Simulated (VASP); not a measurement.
# SnO2 (P4_2/mnm) in VASP: settings compared

Aim: see how the results for SnO2 move with the level of theory and the settings. Levels: PBE, PBEsol. Tasks: single point, relaxation of cell and atoms.

Program: VASP 6.6.1. These are calculated values, not measurements. Logs are shortened: lines on timing, memory, paths and dates and some standing lists are left out, and cuts for length are marked.

## Step 1: The cell of the first run

It takes space group P4_2/mnm (No. 136, tetragonal). The conventional cell has a = 4.827 Å, b = 4.827 Å, c = 3.238 Å, α = 90.00°, β = 90.00°, γ = 90.00°. Within 2.8 Å of Sn (site symmetry mmm) lie 6 O at 2.09 Å. O (site symmetry m2m) has 3 Sn at 2.09 Å and 1 O at 2.64 Å within 2.8 Å.

## Step 2: Single point, PBE

File INCAR:

```
SYSTEM = SnO2
PREC = Accurate
ENCUT = 600
EDIFF = 1E-6
ISMEAR = -1
SIGMA = 0.02
LREAL = .FALSE.
LASPH = .TRUE.
NELM = 120
ALGO = Normal
ISIF = 2
LWAVE = .FALSE.
LCHARG = .TRUE.
GGA = PE
LELF = .TRUE.
LVHAR = .TRUE.
NBANDS = 35
GGA_COMPAT = .FALSE.
```

File KPOINTS:

```
Automatic mesh
0
G
  6 6 8
  0 0 0
```

File POSCAR:

```
SnO2
1.0
    4.8271899938      0.0000000000      0.0000000000
    0.0000000000      4.8271899938      0.0000000000
    0.0000000000      0.0000000000      3.2381523545
Sn O
2 4
Direct
    0.5000000000      0.5000000000      0.5000000000
    0.0000000000      0.0000000000      0.0000000000
    0.1934234794      0.8065765206      0.5000000000
    0.8065765206      0.1934234794      0.5000000000
    0.3065765206      0.3065765206      0.0000000000
    0.6934234794      0.6934234794      0.0000000000
```

Potentials or basis: VASP PAW PBE potentials, release 64 (Sn_d, O).

Command:

```console
$ cat potpaw_PBE.64/Sn_d/POTCAR potpaw_PBE.64/O/POTCAR > POTCAR
$ mpirun -np 1 vasp_std > vasp.out
```

OUTCAR:

```text
SYSTEM = SnO2
   PREC = Accurate
   ENCUT = 600
   EDIFF = 1E-6
   ISMEAR = -1
   LREAL = .FALSE.
   LASPH = .TRUE.
   NELM = 120
   ISIF = 2
   GGA = PE

 ion  position               nearest neighbor table
   1  0.500  0.500  0.500-   5 2.09   6 2.09   5 2.09   6 2.09   3 2.09   4 2.09
   2  0.000  0.000  0.000-   3 2.09   4 2.09   3 2.09   4 2.09   5 2.09   6 2.09
   3  0.193  0.807  0.500-   2 2.09   2 2.09   1 2.09
   4  0.807  0.193  0.500-   2 2.09   2 2.09   1 2.09
   5  0.307  0.307  0.000-   1 2.09   1 2.09   2 2.09
   6  0.693  0.693  0.000-   1 2.09   1 2.09   2 2.09

  LATTYP: Found a simple tetragonal cell.
 ALAT       =     4.8271899938
 C/A-ratio  =     0.6708151862

  Lattice vectors:

 A1 = (   4.8271899938,   0.0000000000,   0.0000000000)
 A2 = (   0.0000000000,   4.8271899938,   0.0000000000)
 A3 = (   0.0000000000,   0.0000000000,   3.2381523545)

Analysis of symmetry for initial positions (statically):
=====================================================================
 Subroutine PRICEL returns:
 Original cell was already a primitive cell.

 Routine SETGRP: Setting up the symmetry group for a
 simple tetragonal supercell.

 Subroutine GETGRP returns: Found 16 space group operations
 (whereof  8 operations were pure point group operations)
 out of a pool of 16 trial point group operations.

The static configuration has the point symmetry D_2h.
 The point group associated with its full space group is D_4h.

Analysis of symmetry for dynamics (positions and initial velocities):
=====================================================================
 Subroutine PRICEL returns:
 Original cell was already a primitive cell.

 Routine SETGRP: Setting up the symmetry group for a
 simple tetragonal supercell.

 Subroutine GETGRP returns: Found 16 space group operations
 (whereof  8 operations were pure point group operations)
 out of a pool of 16 trial point group operations.

The dynamic configuration has the point symmetry D_2h.
 The point group associated with its full space group is D_4h.

 Subroutine INISYM returns: Found 16 space group operations
 (whereof  8 operations are pure point group operations),
 and found     1 'primitive' translations

----------------------------------------------------------------------------------------

                                     Primitive cell

  volume of cell :      75.4547

  direct lattice vectors                    reciprocal lattice vectors
     4.827189994  0.000000000  0.000000000     0.207159859  0.000000000  0.000000000
     0.000000000  4.827189994  0.000000000     0.000000000  0.207159859  0.000000000
     0.000000000  0.000000000  3.238152354     0.000000000  0.000000000  0.308818082

  length of vectors
     4.827189994  4.827189994  3.238152354     0.207159859  0.207159859  0.308818082

  position of ions in fractional coordinates (direct lattice)
     0.500000000  0.500000000  0.500000000
     0.000000000  0.000000000  0.000000000
     0.193423479  0.806576521  0.500000000
     0.806576521  0.193423479  0.500000000
     0.306576521  0.306576521  0.000000000
     0.693423479  0.693423479  0.000000000

  ion indices of the primitive-cell ions
   primitive index   ion index
                 1           1
                 2           2
                 3           3
                 4           4
                 5           5
                 6           6

----------------------------------------------------------------------------------------

 KPOINTS: Automatic mesh

Automatic generation of k-mesh.
 Grid dimensions read from file:
 generate k-points for:    6    6    8

 Generating k-lattice:

  Cartesian coordinates                     Fractional coordinates (reciprocal lattice)
     0.034526643  0.000000000  0.000000000     0.166666667  0.000000000  0.000000000
     0.000000000  0.034526643  0.000000000     0.000000000  0.166666667  0.000000000
     0.000000000  0.000000000  0.038602260     0.000000000  0.000000000  0.125000000

  Length of vectors
     0.034526643  0.034526643  0.038602260

  Shift w.r.t. Gamma in fractional coordinates (k-lattice)
     0.000000000  0.000000000  0.000000000

 Subroutine IBZKPT returns following result:
 ===========================================

 Found     50 irreducible k-points:

 Following reciprocal coordinates:
            Coordinates               Weight
  0.000000  0.000000  0.000000      1.000000
  0.166667  0.000000  0.000000      4.000000
  0.333333  0.000000  0.000000      4.000000
  0.500000  0.000000  0.000000      2.000000
  0.166667  0.166667  0.000000      4.000000
  0.333333  0.166667  0.000000      8.000000
[... 16 lines left out ...]
  0.333333  0.000000  0.250000      8.000000
  0.500000  0.000000  0.250000      4.000000
 [... further k-points ...]
   k-points           NKPTS =     50   k-points in BZ     NKDIM =     50   number of bands    NBANDS=     35
[... 32 lines left out ...]
   ISMEAR =    -1;   SIGMA  =   0.02  broadening in eV -4-tet -1-fermi 0-gaus
   EFERMI_NEDOS =   21; number of points for ismear=-14 and -15
   IALGO  =     38    algorithm
   IMIX   =      4    mixing-type and parameters
     AMIX     =   0.40;   BMIX     =  1.00
     AMIX_MAG =   1.60;   BMIX_MAG =  1.00
  volume/ion in A,a.u.               =      12.58        84.87
  Fermi-wavevector in a.u.,A,eV,Ry     =   1.446041  2.732621 28.450250  2.091034
  Thomas-Fermi vector in A             =   2.564155
   LORBIT       =      0    0 simple, 1 ext, 2 COOP (PROOUT), +10 PAW based schemes
   GGA     = PE    functional components
   LHFCALC =     F    Hartree Fock is set to
   AEXX    =    0.0000 exact exchange contribution
   IVDW    =     0    specifies the selected vdW correction
   LEPSILON=     F    determine dielectric tensor
   LRPA    =     F    only Hartree local field effects (RPA)
 non-spin polarized calculation
  energy-cutoff  :      600.00
  volume of cell :       75.45
 maximum number of plane-waves:      2557
 NGX is ok and might be reduce to    40
   NGX = 19   NGY = 19   NGZ = 13

 number of electron      52.0000001 magnetization

 Free energy of the ion-electron system (eV)
  ---------------------------------------------------
  ext. energy  EPLUGINS =         0.00000000
  ---------------------------------------------------
  free energy    TOTEN  =       -37.32023778 eV

  energy without entropy =      -37.32023778  energy(sigma->0) =      -37.32023778

 E-fermi :   5.8653     XC(G=0): -10.9763

 val. band max:        5.5305953456   @ k =   0.0000   0.0000   0.0000
 cond. band min:       6.2007771369   @ k =   0.0000   0.0000   0.0000
 fundamental gap:      0.6701817913
 Fermi energy:         5.8652882856

 k-point     1 :       0.0000    0.0000    0.0000
  band No.  band energies     occupation
      1     -15.5042      2.00000
      2     -14.8395      2.00000
      3     -14.6464      2.00000
      4     -14.6189      2.00000
      5     -14.6189      2.00000
      6     -14.5533      2.00000
[... 27 lines left out ...]
     34      17.0142      0.00000
     35      17.7680      0.00000

 k-point     2 :       0.1667    0.0000    0.0000
  band No.  band energies     occupation
      1     -15.4668      2.00000
      2     -14.8814      2.00000
      3     -14.6455      2.00000
      4     -14.6175      2.00000
      5     -14.6174      2.00000
      6     -14.5818      2.00000
[... 27 lines left out ...]
     34      17.1162      0.00000
     35      17.7884      0.00000

 k-point     3 :       0.3333    0.0000    0.0000
  band No.  band energies     occupation
      1     -15.3587      2.00000
      2     -15.0146      2.00000
      3     -14.6428      2.00000
      4     -14.6198      2.00000
      5     -14.6144      2.00000
      6     -14.6143      2.00000
[... 27 lines left out ...]
     34      17.4781      0.00000
     35      17.7699      0.00000
[... 723 lines left out ...]
 k-point    23 :       0.3333    0.0000    0.2500
  band No.  band energies     occupation
      1     -15.2634      2.00000
      2     -15.1414      2.00000
      3     -14.8603      2.00000
      4     -14.6782      2.00000
      5     -14.5534      2.00000
      6     -14.5466      2.00000
[... 27 lines left out ...]
     34      17.4098      0.00000
     35      17.7454      0.00000

 k-point    24 :       0.5000    0.0000    0.2500
  band No.  band energies     occupation
      1     -15.2205      2.00000
      2     -15.2205      2.00000
      3     -14.7556      2.00000
      4     -14.7556      2.00000
      5     -14.5490      2.00000
      6     -14.5490      2.00000
[... 27 lines left out ...]
     34      17.5188      0.00000
     35      17.8014      0.00000

 [... further k-points ...]

------------------------ aborting loop because EDIFF is reached ----------------------------------------

  FORCE on cell =-STRESS in cart. coord.  units (eV):
  Direction    XX          YY          ZZ          XY          YZ          ZX
  --------------------------------------------------------------------------------------
  -------------------------------------------------------------------------------------
  Total        0.1692773      0.1692773      0.2955030      0.0000000      0.0000000      0.0000000
  in kB        3.5943730      3.5943730      6.2746045      0.0000000      0.0000000      0.0000000
  external PRESSURE =       4.4877835 kB  Pullay stress =       0.0000000 kB

 VOLUME and BASIS-vectors are now :
 -----------------------------------------------------------------------------
  energy-cutoff  :      600.00
  volume of cell :       75.45
      direct lattice vectors                 reciprocal lattice vectors
     4.827189994  0.000000000  0.000000000     0.207159859  0.000000000  0.000000000
     0.000000000  4.827189994  0.000000000     0.000000000  0.207159859  0.000000000
     0.000000000  0.000000000  3.238152354     0.000000000  0.000000000  0.308818082

 POSITION                                       TOTAL-FORCE (eV/Angst)
 -----------------------------------------------------------------------------------
      2.41359      2.41359      1.61908         0.000000     -0.000000      0.000000
      0.00000      0.00000      0.00000         0.000000     -0.000000      0.000000
      0.93369      3.89350      1.61908         0.011385     -0.011385      0.000000
      3.89350      0.93369      1.61908        -0.011385      0.011385     -0.000000
      1.47990      1.47990      0.00000        -0.011385     -0.011385      0.000000
      3.34729      3.34729      0.00000         0.011385      0.011385     -0.000000
 -----------------------------------------------------------------------------------
    total drift:                               -0.000000      0.000000      0.000000

  FREE ENERGIE OF THE ION-ELECTRON SYSTEM (eV)
  ---------------------------------------------------
  free  energy   TOTEN  =       -37.3202377775 eV

  energy  without entropy=      -37.3202377772  energy(sigma->0) =      -37.32023778
```

It took 2.4 min on 1 thread of Oxide Virtual Turin-like, shared host; peak memory 0.24 GiB.

Results:

```yaml
Free_energy: -37.3202 eV
Pressure: 0.4 GPa
Largest_force: 0.016 eV/Å
Band_gap_on_the_k_mesh: 0.67 eV
```

Forces on the atoms (eV/Å):
```
Sn   0.000  0.000  0.000
Sn   0.000  0.000  0.000
O    0.011 -0.011  0.000
O   -0.011  0.011  0.000
O   -0.011 -0.011  0.000
O    0.011  0.011  0.000
```

Stress tensor (GPa, compression positive):
```
0.36 0.00 0.00
0.00 0.36 0.00
0.00 0.00 0.63
```

Caveat: semilocal functionals underestimate gaps, and a narrow one can read as zero; spin-orbit coupling is left out, which moves the levels of the heavy elements.

## Step 3: Relaxation of cell and atoms, PBE

This run uses another cell than the first one, of 12.14 Å³/atom.

File INCAR:

```
PREC = Accurate ; ENCUT = 600
EDIFF = 1E-7 ; ISMEAR = -1
SIGMA = 0.02 ; LREAL = F
LASPH = T ; NELM = 120
ALGO = Normal ; ISIF = 3
LWAVE = F ; LCHARG = F
GGA = PE ; IBRION = 2
NSW = 80 ; EDIFFG = -0.005
GGA_COMPAT = F ; NELMIN = 4
```

File KPOINTS:

```
Automatic mesh
0
Gamma
  6 6 8
```

File POSCAR:

```
SnO2
1.0
    4.7648180450      0.0000000000      0.0000000000
    0.0000000000      4.7648180450      0.0000000000
    0.0000000000      0.0000000000      3.2074997700
Sn O
2 4
Direct
    0.5000000000      0.5000000000      0.5000000000
    0.0000000000      0.0000000000      0.0000000000
    0.1940277000      0.8059723000      0.5000000000
    0.8059723000      0.1940277000      0.5000000000
    0.3059723000      0.3059723000      0.0000000000
    0.6940277000      0.6940277000      0.0000000000
```

Potentials or basis: VASP PAW PBE potentials, release 64 (Sn_d, O).

Command:

```console
$ cat potpaw_PBE.64/Sn_d/POTCAR potpaw_PBE.64/O/POTCAR > POTCAR
$ mpirun -np 1 vasp_std > vasp.out
```

Wall time 11 min (1 thread of Oxide Virtual Turin-like, shared host); peak memory 0.25 GiB.

It converged, with:

```
Free energy                           : -37.3146 eV
Relaxed volume                        : 12.61 Å³/atom
Relaxed cell                          : a = 4.830 Å, b = 4.830 Å, c = 3.242 Å, α = 90.00°, β = 90.00°, γ = 90.00°
Space group after relaxing (to 0.1 Å) : P4_2/mnm (No. 136)
Energy gained by relaxing             : 10.1 meV/atom
Ionic steps                           : 9
Pressure after relaxing               : 0.0 GPa
Band gap on the k mesh                : 0.64 eV
```

Step by step:
| step | energy change (eV) | largest force (eV/Å) | pressure (GPa) | volume (Å³) |
| --- | --- | --- | --- | --- |
| 1 | 0.0000 | 0.0408 | 7.28 | 72.82 |
| 2 | 0.0188 | 0.2359 | -7.00 | 78.79 |
| 3 | -0.0587 | 0.1009 | 0.02 | 75.50 |
| 4 | -0.0587 | 0.0983 | 0.15 | 75.45 |
| 5 | -0.0605 | 0.0107 | 0.10 | 75.56 |
| 6 | -0.0605 | 0.0123 | 0.10 | 75.59 |
| 7 | -0.0606 | 0.0010 | -0.09 | 75.68 |
| 8 | -0.0606 | 0.0039 | -0.04 | 75.65 |
| 9 | -0.0606 | 0.0006 | 0.00 | 75.64 |

Final structure:
```cif
data_structure
_symmetry_space_group_name_H-M 'P 1'
_symmetry_Int_Tables_number 1
_cell_length_a 4.8301
_cell_length_b 4.8301
_cell_length_c 3.2422
_cell_angle_alpha 90.000
_cell_angle_beta 90.000
_cell_angle_gamma 90.000
_cell_volume 75.64
loop_
_atom_site_label
_atom_site_type_symbol
_atom_site_fract_x
_atom_site_fract_y
_atom_site_fract_z
_atom_site_occupancy
Sn1 Sn 0.50000 0.50000 0.50000 1
Sn2 Sn 0.00000 0.00000 0.00000 1
O1 O 0.19346 0.80654 0.50000 1
O2 O 0.80654 0.19346 0.50000 1
O3 O 0.30654 0.30654 0.00000 1
O4 O 0.69346 0.69346 0.00000 1
```

Levels at points of the mesh, in eV from the valence-band top:
```tsv
k point	band 24	band 25	band 26	band 27	band 28	band 29
(0.00, 0.00, 0.00)	-0.74	-0.74	0.00	0.64	5.66	6.04
(0.50, 0.00, 0.00)	-1.21	-0.60	-0.60	3.85	3.85	6.79
(0.50, 0.50, 0.00)	-1.33	-0.85	-0.85	4.24	4.24	7.13
(0.00, 0.00, 0.50)	-1.52	-1.18	-1.18	5.56	5.56	9.34
(0.50, 0.00, 0.50)	-1.01	-0.75	-0.75	5.82	5.82	7.59
(0.50, 0.50, 0.50)	-0.91	-0.78	-0.78	4.32	4.32	8.60
```

Caveat: semilocal functionals underestimate gaps, and a narrow one can read as zero; spin-orbit coupling is left out, which moves the levels of the heavy elements.

## Step 4: Relaxation of cell and atoms, PBEsol

File INCAR:

```
ALGO = Normal
EDIFF = 1E-7
EDIFFG = -0.005
ENCUT = 600
GGA = PS
GGA_COMPAT = F
IBRION = 2
ISIF = 3
ISMEAR = -1
LASPH = T
LCHARG = F
LREAL = F
LWAVE = F
NELM = 120
NELMIN = 4
NSW = 80
PREC = Accurate
SIGMA = 0.02
```

File KPOINTS:

```
k-points
0
Gamma
  6 6 8
```

File POSCAR:

```
SnO2
1.0
    4.8271899938      0.0000000000      0.0000000000
    0.0000000000      4.8271899938      0.0000000000
    0.0000000000      0.0000000000      3.2381523545
Sn O
2 4
Direct
    0.5000000000      0.5000000000      0.5000000000
    0.0000000000      0.0000000000      0.0000000000
    0.1934234794      0.8065765206      0.5000000000
    0.8065765206      0.1934234794      0.5000000000
    0.3065765206      0.3065765206      0.0000000000
    0.6934234794      0.6934234794      0.0000000000
```

Command:

```console
$ cat potpaw_PBE.64/Sn_d/POTCAR potpaw_PBE.64/O/POTCAR > POTCAR
$ mpirun -np 1 vasp_std > vasp.out
```

Run time: 13 min. Hardware: 1 thread of Oxide Virtual Turin-like, shared host; peak memory 0.26 GiB.

It converged, with:

| Item | Value |
| --- | --- |
| Free energy | -39.6847 eV |
| Relaxed volume | 12.20 Å³/atom |
| Relaxed cell | a = 4.771 Å, b = 4.771 Å, c = 3.216 Å, α = 90.00°, β = 90.00°, γ = 90.00° |
| Space group after relaxing (to 0.1 Å) | P4_2/mnm (No. 136) |
| Energy gained by relaxing | 6.3 meV/atom |
| Ionic steps | 9 |
| Pressure after relaxing | 0.0 GPa |
| Band gap on the k mesh | 0.89 eV |

Forces on the atoms (eV/Å):
```
Sn   0.000  0.000  0.000
Sn   0.000  0.000  0.000
O    0.002 -0.002  0.000
O   -0.002  0.002  0.000
O   -0.002 -0.002  0.000
O    0.002  0.002  0.000
```

Step by step:
| step | energy change (eV) | largest force (eV/Å) | pressure (GPa) | volume (Å³) |
| --- | --- | --- | --- | --- |
| 1 | 0.0000 | 0.0457 | -5.35 | 75.45 |
| 2 | 0.0173 | 0.2535 | 7.20 | 70.96 |
| 3 | -0.0362 | 0.0806 | -0.10 | 73.37 |
| 4 | -0.0362 | 0.0833 | 0.01 | 73.33 |
| 5 | -0.0378 | 0.0002 | 0.08 | 73.20 |
| 6 | -0.0379 | 0.0143 | 0.10 | 73.18 |
| 7 | -0.0379 | 0.0074 | -0.10 | 73.25 |
| 8 | -0.0379 | 0.0087 | -0.07 | 73.24 |
| 9 | -0.0379 | 0.0029 | 0.01 | 73.21 |

Final structure:
```xyz
6
Lattice="4.7714 0.0000 0.0000 0.0000 4.7714 0.0000 0.0000 0.0000 3.2157" Properties=species:S:1:pos:R:3 pbc="T T T"
Sn    2.3857    2.3857    1.6079
Sn    0.0000    4.7714    3.2157
O     0.9244    3.8470    1.6079
O     3.8470    0.9244    1.6079
O     1.4613    1.4613    0.0000
O     3.3101    3.3101    0.0000
```

Levels at points of the mesh, in eV from the valence-band top:
```
           k point  band 23  band 24  band 25  band 26  band 27  band 28  band 29  band 30
(0.00, 0.00, 0.00)    -1.27    -0.78    -0.78     0.00     0.89     5.82     6.02     6.02
(0.50, 0.00, 0.00)    -1.23    -1.23    -0.63    -0.63     4.11     4.11     6.78     6.78
(0.50, 0.50, 0.00)    -1.35    -1.35    -0.89    -0.89     4.51     4.51     7.21     7.21
(0.00, 0.00, 0.50)    -1.64    -1.64    -1.24    -1.24     5.84     5.84     9.42     9.42
(0.50, 0.00, 0.50)    -1.08    -1.08    -0.73    -0.73     6.12     6.12     7.72     7.72
(0.50, 0.50, 0.50)    -0.96    -0.96    -0.82    -0.82     4.53     4.53     8.60     8.60
```

Caveat: the PAW data sets were made with another functional, which shifts forces and pressure a little; spin-orbit coupling is left out, which moves the levels of the heavy elements.

## Step 5: Overview

| task | level | cell | gap on the mesh (eV) | pressure (GPa) | relaxed volume (Å³/atom) |
| --- | --- | --- | --- | --- | --- |
| single point | PBE | a = 4.827, b = 4.827, c = 3.238 Å, 6 atoms, atomic positions A | 0.67 | 0.4 | - |
| relaxation of cell and atoms | PBE | relaxed from a = 4.765, b = 4.765, c = 3.207 Å, 6 atoms, atomic positions B | 0.64 | 0.0 | 12.61 |
| relaxation of cell and atoms | PBEsol | relaxed from a = 4.827, b = 4.827, c = 3.238 Å, 6 atoms, atomic positions A | 0.89 | 0.0 | 12.20 |

Alike in all rows: potentials or basis VASP PAW PBE potentials, release 64 (Sn_d, O); no spin polarisation; k mesh 6 × 6 × 8; cutoff (eV) 600; smearing fermi-dirac 0.02 eV.

Caveats: spin-orbit coupling is left out, which moves the levels of the heavy elements; semilocal functionals underestimate gaps, and a narrow one can read as zero (at least some runs); the PAW data sets were made with another functional, which shifts forces and pressure a little (at least some runs).

Total energies depend on the potentials used, so only differences within one code and one set of settings carry meaning.
